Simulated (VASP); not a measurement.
# Ge (Fm-3m) in VASP: density of states with PBE

Aim: the density of states of Ge with PBE.

Program: VASP 6.6.1. These are calculated values, not measurements. Logs are shortened: lines on timing, memory, paths and dates and some standing lists are left out, and cuts for length are marked.

### Step 1. The cell of the first run

It takes space group Fm-3m (No. 225, cubic). Conventional cell: a = 4.197 Å, b = 4.197 Å, c = 4.197 Å, α = 90.00°, β = 90.00°, γ = 90.00°. Ge (site symmetry m-3m) has 12 Ge at 2.97 Å within 3.9 Å.

### Step 2. Density of states, PBE

Input file POSCAR:

```
Ge
1.0
    0.0000000000      2.0983605250      2.0983605250
    2.0983605250      0.0000000000      2.0983605250
    2.0983605250      2.0983605250      0.0000000000
Ge
1
Direct
    0.0000000000      0.0000000000      0.0000000000
```

Input file INCAR.step1:

```
PREC = Accurate ; ENCUT = 410
EDIFF = 1E-6 ; ISMEAR = 0
SIGMA = 0.022 ; LREAL = False
LASPH = True ; NELM = 120
ALGO = Normal ; ISIF = 2
LWAVE = False ; LCHARG = True
GGA = PE ; NBANDS = 13
GGA_COMPAT = False ; NEDOS = 2001
LORBIT = 11
```

Input file KPOINTS.step1:

```
Automatic mesh
0
Gamma
  10 10 10
```

Input file INCAR.step2:

```
PREC = Accurate ; ENCUT = 410
EDIFF = 1E-6 ; ISMEAR = -5
SIGMA = 0.022 ; LREAL = False
LASPH = True ; NELM = 120
ALGO = Normal ; ISIF = 2
LWAVE = False ; LCHARG = False
GGA = PE ; LORBIT = 10
NBANDS = 13 ; NEDOS = 1001
ICHARG = 11 ; GGA_COMPAT = False
```

Input file KPOINTS.step2:

```
Automatic mesh
0
Gamma
  15 15 15
```

Potentials or basis: VASP PAW PBE potentials, release 64 (Ge_d).

The run is started by

```
$ cat potpaw_PBE.64/Ge_d/POTCAR > POTCAR
$ cp INCAR.step1 INCAR
$ cp KPOINTS.step1 KPOINTS
$ mpirun -np 1 vasp_std > vasp.out
$ cp INCAR.step2 INCAR
$ cp KPOINTS.step2 KPOINTS
$ mpirun -np 1 vasp_std > vasp.out
```

OUTCAR:

```text
PREC = Accurate
   ENCUT = 410
   EDIFF = 1E-6
   ISMEAR = -5
   LREAL = False
   LASPH = True
   NELM = 120
   ISIF = 2
   GGA = PE
   LORBIT = 10
   ICHARG = 11

 ion  position               nearest neighbor table
   1  0.000  0.000  0.000-

  LATTYP: Found a face centered cubic cell.
 ALAT       =     4.1967210500

  Lattice vectors:

 A1 = (   0.0000000000,   2.0983605250,   2.0983605250)
 A2 = (   2.0983605250,   0.0000000000,   2.0983605250)
 A3 = (   2.0983605250,   2.0983605250,   0.0000000000)

Analysis of symmetry for initial positions (statically):
=====================================================================
 Subroutine PRICEL returns:
 Original cell was already a primitive cell.

 Routine SETGRP: Setting up the symmetry group for a
 face centered cubic supercell.

 Subroutine GETGRP returns: Found 48 space group operations
[... 9 lines left out ...]

 Routine SETGRP: Setting up the symmetry group for a
 face centered cubic supercell.

 Subroutine GETGRP returns: Found 48 space group operations
[... 11 lines left out ...]
                                     Primitive cell

  volume of cell :      18.4787

  direct lattice vectors                    reciprocal lattice vectors
     0.000000000  2.098360525  2.098360525    -0.238281265  0.238281265  0.238281265
     2.098360525  0.000000000  2.098360525     0.238281265 -0.238281265  0.238281265
     2.098360525  2.098360525  0.000000000     0.238281265  0.238281265 -0.238281265

  length of vectors
     2.967529913  2.967529913  2.967529913     0.412715257  0.412715257  0.412715257

  position of ions in fractional coordinates (direct lattice)
     0.000000000  0.000000000  0.000000000

  ion indices of the primitive-cell ions
   primitive index   ion index
                 1           1

----------------------------------------------------------------------------------------

 KPOINTS: Automatic mesh

Automatic generation of k-mesh.
 Grid dimensions read from file:
 generate k-points for:   15   15   15

 Generating k-lattice:

  Cartesian coordinates                     Fractional coordinates (reciprocal lattice)
    -0.015885418  0.015885418  0.015885418     0.066666667  0.000000000  0.000000000
     0.015885418 -0.015885418  0.015885418     0.000000000  0.066666667  0.000000000
     0.015885418  0.015885418 -0.015885418     0.000000000  0.000000000  0.066666667

  Length of vectors
     0.027514350  0.027514350  0.027514350

  Shift w.r.t. Gamma in fractional coordinates (k-lattice)
     0.000000000  0.000000000  0.000000000

 TETIRR: Found    484 inequivalent tetrahedra from    20250

 Subroutine IBZKPT returns following result:
 ===========================================

 Found    120 irreducible k-points:

 Following reciprocal coordinates:
            Coordinates               Weight
  0.000000  0.000000  0.000000      1.000000
  0.066667  0.000000  0.000000      8.000000
  0.133333  0.000000  0.000000      8.000000
  0.200000  0.000000  0.000000      8.000000
  0.266667  0.000000  0.000000      8.000000
  0.333333  0.000000  0.000000      8.000000
[... 16 lines left out ...]
  0.133333  0.133333  0.000000      6.000000
  0.200000  0.133333  0.000000     24.000000
 [... further k-points ...]
   k-points           NKPTS =    120   k-points in BZ     NKDIM =    120   number of bands    NBANDS=     13
   number of dos      NEDOS =   1001   number of ions     NIONS =      1
   total plane-waves  NPLWV =   8000
   dimension x,y,z NGX =    20 NGY =   20 NGZ =   20
   dimension x,y,z NGXF=    40 NGYF=   40 NGZF=   40
   ions per type =               1
   NGX,Y,Z   is equivalent  to a cutoff of  11.20, 11.20, 11.20 a.u.
   NGXF,Y,Z  is equivalent  to a cutoff of  22.41, 22.41, 22.41 a.u.
 SYSTEM =  unknown system
   PREC   = accura    normal or accurate (medium, high low for compatibility)
   ISTART =      0    job   : 0-new  1-cont  2-samecut
   ICHARG =     11    charge: 1-file 2-atom 10-const
   ISPIN  =      1    spin polarized calculation?
   LNONCOLLINEAR =      F non collinear calculations
   LSORBIT =      F    spin-orbit coupling
   LASPH  =      T    aspherical Exc in radial PAW
   ENCUT  =  410.0 eV  30.13 Ry    5.49 a.u.   4.90  4.90  4.90*2*pi/ulx,y,z
   NELM   =    120;   NELMIN=  2; NELMDL=  0     # of ELM steps
   EDIFF  = 0.1E-05   stopping-criterion for ELM
   LREAL  =      F    real-space projection
   EDIFFG = 0.1E-04   stopping-criterion for IOM
   NSW    =      0    number of steps for IOM
   IBRION =     -1    ionic relax: 0-MD 1-quasi-New 2-CG
   NFREE  =      0    steps in history (QN), initial steepest desc. (CG)
   ISIF   =      2    stress and relaxation
   ISYM   =      2    0-nonsym 1-usesym 2-fastsym
   POTIM  = 0.5000    time-step for ionic-motion
   TEBEG  =    0.0;   TEEND  =   0.0 temperature during run
   PSTRESS=    0.0 pullay stress
   NELECT =      14.0000    total number of electrons
   NUPDOWN=      -1.0000    fix difference up-down
   EMIN   =  10.00;   EMAX   =-10.00  energy-range for DOS
   EFERMI =   0.00;   METHOD = LEGACY
   ISMEAR =    -5;   SIGMA  =   0.02  broadening in eV -4-tet -1-fermi 0-gaus
   EFERMI_NEDOS =   21; number of points for ismear=-14 and -15
   IALGO  =     38    algorithm
   IMIX   =      4    mixing-type and parameters
     AMIX     =   0.40;   BMIX     =  1.00
     AMIX_MAG =   1.60;   BMIX_MAG =  1.00
  volume/ion in A,a.u.               =      18.48       124.70
  Fermi-wavevector in a.u.,A,eV,Ry     =   1.492430  2.820284 30.304914  2.227348
  Thomas-Fermi vector in A             =   2.604959
   LORBIT       =     10    0 simple, 1 ext, 2 COOP (PROOUT), +10 PAW based schemes
   GGA     = PE    functional components
   LHFCALC =     F    Hartree Fock is set to
   AEXX    =    0.0000 exact exchange contribution
   IVDW    =     0    specifies the selected vdW correction
   LEPSILON=     F    determine dielectric tensor
   LRPA    =     F    only Hartree local field effects (RPA)
 non-spin polarized calculation
 Fermi weights with tetrahedron method with Bloechl corrections
  energy-cutoff  :      410.00
  volume of cell :       18.48
 maximum number of plane-waves:       359

 number of electron      14.0000012 magnetization

 Free energy of the ion-electron system (eV)
  ---------------------------------------------------
  ext. energy  EPLUGINS =         0.00000000
  ---------------------------------------------------
  free energy    TOTEN  =        -4.17420396 eV

  energy without entropy =       -4.17420396  energy(sigma->0) =       -4.17420396

 E-fermi :   7.1382     XC(G=0): -11.4040

 val. band max:        7.2035207944   @ k =  -0.4000   0.3333   0.1333
 cond. band min:       7.0660776734   @ k =  -0.3333   0.4667   0.2000
 fundamental gap:     -0.1374431210
 Fermi energy:         7.1381695789

 k-point     1 :       0.0000    0.0000    0.0000
  band No.  band energies     occupation
      1     -17.7142      2.00000
      2     -17.7142      2.00000
      3     -17.7142      2.00000
      4     -17.6604      2.00000
      5     -17.6604      2.00000
      6      -6.3284      2.00000
      7      16.2246      0.00000
      8      16.2246      0.00000
      9      16.2246      0.00000
     10      21.2406      0.00000
     11      21.2406      0.00000
     12      21.2406      0.00000
     13      22.2027      0.00000

 k-point     2 :       0.0667    0.0000    0.0000
  band No.  band energies     occupation
      1     -17.7140      2.00000
      2     -17.7115      2.00000
      3     -17.7115      2.00000
      4     -17.6606      2.00000
      5     -17.6606      2.00000
      6      -6.2156      2.00000
      7      15.0660      0.00000
      8      16.0415      0.00000
      9      16.0415      0.00000
     10      20.4687      0.00000
     11      21.5609      0.00000
     12      21.5609      0.00000
     13      23.8940      0.00000

 k-point     3 :       0.1333    0.0000    0.0000
  band No.  band energies     occupation
      1     -17.7140      2.00000
      2     -17.7056      2.00000
      3     -17.7056      2.00000
      4     -17.6599      2.00000
      5     -17.6599      2.00000
      6      -5.8771      2.00000
      7      12.7066      0.00000
      8      15.6174      0.00000
      9      15.6174      0.00000
     10      19.9182      0.00000
     11      22.2695      0.00000
     12      22.2695      0.00000
     13      25.0841      0.00000

 k-point     4 :       0.2000    0.0000    0.0000
  band No.  band energies     occupation
      1     -17.7143      2.00000
      2     -17.7008      2.00000
      3     -17.7008      2.00000
      4     -17.6551      2.00000
      5     -17.6551      2.00000
      6      -5.3135      2.00000
      7      10.1449      0.00000
      8      15.1436      0.00000
      9      15.1436      0.00000
     10      19.5504      0.00000
     11      22.4280      0.00000
     12      22.4280      0.00000
     13      24.4904      0.00000

 k-point     5 :       0.2667    0.0000    0.0000
  band No.  band energies     occupation
      1     -17.7149      2.00000
      2     -17.7007      2.00000
      3     -17.7007      2.00000
      4     -17.6443      2.00000
      5     -17.6443      2.00000
      6      -4.5271      2.00000
      7       7.6653      0.38571
      8      14.7271      0.00000
      9      14.7271      0.00000
     10      19.3293      0.00000
     11      21.6592      0.00000
     12      21.6592      0.00000
     13      23.3828      0.00000
[... 257 lines left out ...]
 k-point    22 :      -0.0667    0.0667    0.0000
  band No.  band energies     occupation
      1     -17.7150      2.00000
      2     -17.7084      2.00000
      3     -17.7058      2.00000
      4     -17.6632      2.00000
      5     -17.6580      2.00000
      6      -6.0276      2.00000
      7      14.1517      0.00000
      8      14.6908      0.00000
      9      16.2722      0.00000
     10      20.2246      0.00000
     11      21.5116      0.00000
     12      22.4065      0.00000
     13      24.6991      0.00000

 k-point    23 :       0.1333    0.1333    0.0000
  band No.  band energies     occupation
      1     -17.7243      2.00000
      2     -17.6954      2.00000
      3     -17.6954      2.00000
      4     -17.6714      2.00000
      5     -17.6528      2.00000
      6      -5.7266      2.00000
      7      14.1281      0.00000
      8      14.1281      0.00000
      9      14.3656      0.00000
     10      17.9920      0.00000
     11      21.3672      0.00000
     12      24.2246      0.00000
     13      24.2246      0.00000

 k-point    24 :       0.2000    0.1333    0.0000
  band No.  band energies     occupation
      1     -17.7274      2.00000
      2     -17.6885      2.00000
      3     -17.6872      2.00000
      4     -17.6742      2.00000
      5     -17.6479      2.00000
      6      -5.3130      2.00000
      7      12.0287      0.00000
      8      13.4834      0.00000
      9      14.2781      0.00000
     10      17.8627      0.00000
     11      20.0577      0.00000
     12      24.5480      0.00000
     13      25.1806      0.00000

 [... further k-points ...]

------------------------ aborting loop because EDIFF is reached ----------------------------------------

  FORCE on cell =-STRESS in cart. coord.  units (eV):
  Direction    XX          YY          ZZ          XY          YZ          ZX
  --------------------------------------------------------------------------------------
  -------------------------------------------------------------------------------------
  Total        0.6465116      0.6465116      0.6465116     -0.0000000      0.0000000     -0.0000000
  in kB       56.0552847     56.0552847     56.0552847     -0.0000000      0.0000000     -0.0000000
  external PRESSURE =      56.0552847 kB  Pullay stress =       0.0000000 kB

 VOLUME and BASIS-vectors are now :
 -----------------------------------------------------------------------------
  energy-cutoff  :      410.00
  volume of cell :       18.48
      direct lattice vectors                 reciprocal lattice vectors
     0.000000000  2.098360525  2.098360525    -0.238281265  0.238281265  0.238281265
     2.098360525  0.000000000  2.098360525     0.238281265 -0.238281265  0.238281265
     2.098360525  2.098360525  0.000000000     0.238281265  0.238281265 -0.238281265

 POSITION                                       TOTAL-FORCE (eV/Angst)
 -----------------------------------------------------------------------------------
      0.00000      0.00000      0.00000        -0.000000     -0.000000     -0.000000
 -----------------------------------------------------------------------------------
    total drift:                               -0.000000     -0.000000     -0.000000

  FREE ENERGIE OF THE ION-ELECTRON SYSTEM (eV)
  ---------------------------------------------------
  free  energy   TOTEN  =        -4.1742039630 eV

  energy  without entropy=       -4.1742039630  energy(sigma->0) =       -4.17420396

 total charge

# of ion       s       p       d       tot
------------------------------------------
    1        1.279   0.897  10.025  12.202
```

Wall time 20 s (1 thread of AMD EPYC 7R43 (Zen 3), shared host); peak memory 0.1 GiB.

Results:

```yaml
Valence_electrons_inside_the_program's_atomic_spheres: Ge 12.20
```

Levels at points of the mesh, in eV from the Fermi level:
```
           k point  band 4  band 5  band 6  band 7  band 8  band 9  band 10  band 11
(0.00, 0.00, 0.00)  -24.80  -24.80  -13.47    9.09    9.09    9.09    14.10    14.10
```

Caveat: tetrahedron occupations give inexact forces and stress in metals.
